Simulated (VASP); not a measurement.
Input of a VASP 6.6.1 run:

The input INCAR:

```
  ALGO = Fast
  EDIFF = 1E-6
  EDIFFG = -0.01
  ENCUT = 600
  GGA = PE
  IBRION = 2
  ISIF = 4
  ISMEAR = 0
  LASPH = True
  LCHARG = False
  LREAL = False
  LWAVE = False
  NELM = 80
  NSW = 50
  PREC = Accurate
  SIGMA = 0.1
```

File KPOINTS:

```
k-points
0
Gamma
  21 21 12
```

File POSCAR:

```
Be
1.0
    2.1908184529      0.0000000000      0.0000000000
   -1.0954092264      1.8973044353      0.0000000000
    0.0000000000      0.0000000000      3.4622078260
Be
2
Direct
    0.3333333333      0.6666666667      0.2500000000
    0.6666666667      0.3333333333      0.7500000000
```

Potentials or basis: VASP PAW PBE potentials, release 64 (Be).

The run is started by

```bash
$ cat potpaw_PBE.64/Be/POTCAR > POTCAR
$ mpirun -np 1 vasp_std > vasp.out
```

Question: What does it give for the band gap on the k mesh?

Answer: Zero (bands 2 and 3 overlap by 2.18 eV).

Final structure:
```yaml
crystal:
  lattice:
    - [2.18970, 0.00000, 0.00000]
    - [-1.09485, 1.89633, 0.00000]
    - [0.00000, 0.00000, 3.46575]
  atoms:
    - { symbol: Be, position: [0.33333, 0.66667, 0.25000] }
    - { symbol: Be, position: [0.66667, 0.33333, 0.75000] }
```
